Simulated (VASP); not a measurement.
Input of a VASP 6.6.1 run:

File INCAR:

```
PREC     = Accurate       # precision mode
ENCUT    = 520            # plane-wave cutoff, eV
EDIFF    = 1E-7           # SCF threshold, eV
ISMEAR   = 0              # smearing method
SIGMA    = 0.05           # smearing width, eV
LREAL    = F              # projectors in reciprocal space
LASPH    = T              # aspherical terms in the spheres
NELM     = 150            # most SCF steps
ALGO     = Normal         # electronic algorithm
ISIF     = 2              # what is computed and relaxed
LWAVE    = F              # write WAVECAR
LCHARG   = F              # write CHGCAR
ISPIN    = 2              # spin polarisation
MAGMOM   = 1.91 0 0       # initial moments
LORBIT   = 11             # projections on sites
LMAXMIX  = 4              # l up to which the mixer works
GGA      = PE             # functional
NBANDS   = 23             # bands
```

KPOINTS

```
regular mesh
0
Gamma
  14 14 6
```

Contents of POSCAR:

```
CrO2
1.0
    2.8914321860      0.0000000000      0.0000000000
   -1.4457160930      2.5040537264      0.0000000000
    0.0000000000      0.0000000000      5.1560275319
Cr O
1 2
Direct
    0.0000000000      0.0000000000      0.0000000000
    0.3333333333      0.6666666667      0.1841041257
    0.6666666667      0.3333333333      0.8158958743
```

Potentials or basis: VASP PAW PBE potentials, release 64 (Cr_pv, O).

The run is started by

```sh
$ cat potpaw_PBE.64/Cr_pv/POTCAR potpaw_PBE.64/O/POTCAR > POTCAR
$ mpirun -np 1 vasp_std > vasp.out
```

**Question.** Estimate the net moment.

**Answer.** 2.00 μB per cell.

**Question.** Predict the site moments.

**Answer.** Cr +2.07; O -0.06 μB.

Stress tensor (GPa, compression positive):
```
1.06 0.00 0.00
0.00 1.06 0.00
0.00 0.00 0.49
```

Caveat: an empty level that is flat over the whole mesh can mark a ghost state of the potentials, or a narrow d or f band; a cell with one magnetic atom can't hold antiferromagnetic order, which such compounds often take.
